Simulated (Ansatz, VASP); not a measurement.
# Hf: VASP beside Ansatz

INCAR

```
SYSTEM = Hf
  ALGO = Fast
  EDIFF = 1E-6
  ENCUT = 520
  GGA = PS
  ISIF = 2
  ISMEAR = 0
  LASPH = .True.
  LCHARG = .False.
  LREAL = .False.
  LWAVE = .False.
  NBANDS = 17
  NELM = 60
  PREC = Accurate
  SIGMA = 0.15
```

Contents of KPOINTS:

```
k-points
0
Gamma
  18 18 10
  0 0 0
```

File POSCAR:

```
Hf
1.0
    3.7528193594      0.0000000000      0.0000000000
   -1.8764096797      2.4289749471      0.0000000000
    0.0000000000      0.0000000000      4.6215076546
Hf
2
Direct
    0.3333333333      0.6666666667      0.2500000000
    0.6666666667      0.3333333333      0.7500000000
```

Input for Ansatz:

```yaml
crystal:
  lattice:
    - [3.7528193594, 0.0, 0.0]
    - [-1.8764096797, 2.4289749471, 0.0]
    - [0.0, 0.0, 4.6215076546]
  atoms:
    - { symbol: Hf, position: [0.3333333333, 0.6666666667, 0.25] }
    - { symbol: Hf, position: [0.6666666667, 0.3333333333, 0.75] }
basis:
  ecutwfc: 420
kpoints:
  mp_grid: { grid: [18, 18, 10] }
hamiltonian:
  xc: pbesol
  pseudopotentials: { kind: paw }
scf:
  occupations: { method: gaussian, width: 0.15 }
output:
  forces: true
  stress: true
  eigenvalues: true
```

Change from the starting cell: strain +e along x and -e along y +0.1500, strain +e along z and -e/2 along x and y -0.0750.

Alike in both runs: task single point; functional PBEsol; k mesh 18 × 18 × 10; occupations gaussian, width 0.15 eV; no spin polarisation.

```csv
,VASP,Ansatz
version,VASP 6.6.1,Ansatz 0.2.0
potentials or method,"VASP PAW PBE potentials, release 64 (Hf_pv), cutoff 520 eV","scalar-relativistic, plane waves, PAW"
valence electrons in the cell,20,52
```

```tsv
	VASP	Ansatz	Ansatz less VASP
gap on the k mesh at the Fermi level (eV)	none	none	-
pressure (GPa)	3.8	4.1	+0.30
traceless stress, the component that is largest in VASP (GPa)	-8.63	-8.69	-0.057
rms of the force components (eV/Å)	0.658	0.663	+0.0059
```

VASP's potentials were made for PBE, not for PBEsol. Atom by atom the forces differ by 0.006 eV/Å (rms over components). A gap of «none» marks a metal or a gap that the smearing closes. The functional is the same, so the differences come from potentials, cutoffs and numerics. VASP's potentials hold 20 valence electrons a cell and Ansatz's 52, so a difference there can come from the potentials and not from the codes.

Neither program's run includes spin-orbit coupling.
